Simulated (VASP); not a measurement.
Wanted: the native input for a VASP 6.6.1 run.

* Task: single point
* Functional: PBEsol
* Potentials or basis: VASP PAW PBE potentials, release 64 (Zn)
* Cutoff: 520 eV
* k mesh: 16 × 16 × 4
* Occupations: fermi-dirac, width 0.1 eV
* Spin: no spin polarisation
* Dipole correction: no
* Further INCAR settings: ALGO = Normal; EDIFF = 1e-06; NBANDS = 32

The structure of Zn lies in POSCAR:

```
Zn
1.0
    2.6407613569      0.0000000000      0.0000000000
   -1.3203806784      2.2869664204      0.0000000000
    0.0000000000      0.0000000000      9.7847908672
Zn
4
Direct
    1.0000000000      0.0000000000      1.0000000000
    1.0000000000      1.0000000000      0.5000000000
    0.3333333333      0.6666666667      0.2500000000
    0.6666666667      0.3333333333      0.7500000000
```

This cell differs from its parent crystal: volume scaled by 1.04.

The input as run:

INCAR

```
  ALGO = Normal
  EDIFF = 1E-6
  ENCUT = 520
  GGA = PS
  ISIF = 2
  ISMEAR = -1
  LASPH = T
  LCHARG = F
  LREAL = F
  LWAVE = F
  NBANDS = 32
  NELM = 80
  PREC = Accurate
  SIGMA = 0.1
```

KPOINTS

```
k-points
0
Gamma
  16 16 4
```

Potentials or basis: VASP PAW PBE potentials, release 64 (Zn).

Command:

```console
$ cat potpaw_PBE.64/Zn/POTCAR > POTCAR
$ mpirun -np 1 vasp_std > vasp.out
```

Results of the run:

```
Pressure               : -2.8 GPa
Band gap on the k mesh : zero (band 24 reaches 4.47 eV, above the bottom of band 25 at 0.16 eV)
```

Caveat: the PAW data sets were made with another functional, which shifts forces and pressure a little.

Run time: 100 s on 1 thread of Intel Xeon 6975P-C, on a shared host, peak memory 0.26 GiB.
